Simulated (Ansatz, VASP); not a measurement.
Na in VASP and in Ansatz

```
CELL_PARAMETERS angstrom
3.76700 0.03767 0.03767
-1.85088 3.24348 0.01379
0.06154 0.06154 6.15400
ATOMIC_POSITIONS crystal
Na 0.33333 0.66667 0.25000
Na 0.66667 0.33333 0.75000
```

Change from the starting cell: equal xy, yz and zx shear strains of +2 %.

Alike in both runs: task single point; functional PBE; k mesh 13 × 13 × 7; occupations fermi-dirac, width 0.05 eV; no spin polarisation.

|  | VASP | Ansatz |
| --- | --- | --- |
| version | VASP 6.6.1 | Ansatz 0.2.0 |
| potentials or method | VASP PAW PBE potentials, release 64 (Na_pv), cutoff 520 eV | all-electron LAPW, scalar-relativistic |

```tsv
	VASP	Ansatz	Ansatz less VASP
pressure (GPa)	-0.1	-0.1	+0.01
traceless stress, the component that is largest in VASP (GPa)	-0.08	-0.08	0.000
rms of the force components (eV/Å)	0.004	0.004	-0.0002
```

Atom by atom the forces differ by 0.000 eV/Å (rms over components). Ansatz ran all-electron here, and VASP with PAW potentials.
